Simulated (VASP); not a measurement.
Here is a VASP 6.6.1 calculation.

INCAR

```
PREC = Accurate ; ENCUT = 600
EDIFF = 1E-6 ; ISMEAR = 0
SIGMA = 0.1 ; LREAL = False
LASPH = True ; NELM = 120
ALGO = Normal ; ISIF = 2
LWAVE = False ; LCHARG = False
GGA = PE ; NBANDS = 46
GGA_COMPAT = False
```

KPOINTS

```
Automatic mesh
0
Gamma
  4 4 4
```

POSCAR

```
Al2InN3
1.0
    0.0000000000      0.0000000000     -5.2498378161
    0.0000000000      5.6554738910      0.0000000000
    4.9170322178     -2.8277369455      0.0000000000
Al In N
4 2 6
Direct
    0.4995695552      0.4915882055      0.6567080952
    0.4995695552      0.8348801103      0.3432919048
    0.9995695552      0.5084117945      0.3432919048
    0.9995695552      0.1651198897      0.6567080952
    0.5042833000      0.1779297787      0.0000000000
    0.0042833000      0.8220702213      0.0000000000
    0.6356189698      0.5366541757      0.3702857616
    0.6356189698      0.1663684140      0.6297142384
    0.5853396499      0.7983482549      1.0000000000
    0.0853396499      0.2016517451      0.0000000000
    0.1356189698      0.4633458243      0.6297142384
    0.1356189698      0.8336315860      0.3702857616
```

Potentials or basis: VASP PAW PBE potentials, release 64 (Al, In_d, N).

The run is started by

```bash
$ cat potpaw_PBE.64/Al/POTCAR potpaw_PBE.64/In_d/POTCAR potpaw_PBE.64/N/POTCAR > POTCAR
$ mpirun -np 1 vasp_std > vasp.out
```

Q: Predict the pressure.

A: -0.2 GPa.

Q: Predict the band gap on the k mesh.

A: 2.16 eV.

Forces in eV/Å, atoms in the order of the input:
```
Al   0.001 -0.001 -0.002
Al  -0.001 -0.001 -0.002
Al  -0.001  0.001 -0.002
Al   0.001  0.001 -0.002
In   0.000  0.000 -0.006
In   0.000  0.000 -0.006
N    0.023  0.014 -0.008
N   -0.023  0.014 -0.008
N    0.000 -0.031  0.026
N    0.000  0.031  0.026
N   -0.023 -0.014 -0.008
N    0.023 -0.014 -0.008
```

Caveat: spin-orbit coupling is left out, which moves the levels of the heavy elements.
